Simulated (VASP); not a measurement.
Runs of VASP 6.6.1 on SrO. The structure is that of space group Pm-3m (No. 221), or close to it. The cells are those of the table. 

```tsv
level	cell	k mesh	smearing	grid for exact exchange (PRECFOCK)	screening parameter	gap on the mesh (eV)	pressure (GPa)
HSE06	a = 3.106 Å, angles 88.6°, 2 atoms	6 × 6 × 6	gaussian 0.01 eV	Normal	0.2079 1/Å	(b)	(a)
HSE06	a = 3.028, b = 3.103, c = 3.103 Å, 2 atoms	6 × 6 × 6	gaussian 0.01 eV	Normal	0.2079 1/Å	4.14	3.1
r2SCAN	a = 3.106 Å, angles 88.6°, 2 atoms	8 × 8 × 8	gaussian 0.01 eV	-	-	3.26	0.7
PBE	a = 3.028, b = 3.103, c = 3.103 Å, 2 atoms	8 × 8 × 8	fermi-dirac 0.02 eV	-	-	(c)	6.3
r2SCAN	a = 3.028, b = 3.103, c = 3.103 Å, 2 atoms	8 × 8 × 8	gaussian 0.01 eV	-	-	3.11	3.5
PBE	a = 3.106 Å, angles 88.6°, 2 atoms	8 × 8 × 8	fermi-dirac 0.02 eV	-	-	2.76	3.5
```

Alike in all rows: task single point; potentials or basis VASP PAW PBE potentials, release 64 (Sr_sv, O); no spin polarisation; cutoff (eV) 520.

Q: Estimate the missing entries.

A: (a) 0.4; (b) 4.28; (c) 2.62.

Caveats: the PAW data sets were made with another functional, which shifts forces and pressure a little (some runs).

A k mesh can miss the band edges, and the runs leave out spin-orbit coupling on Sr.
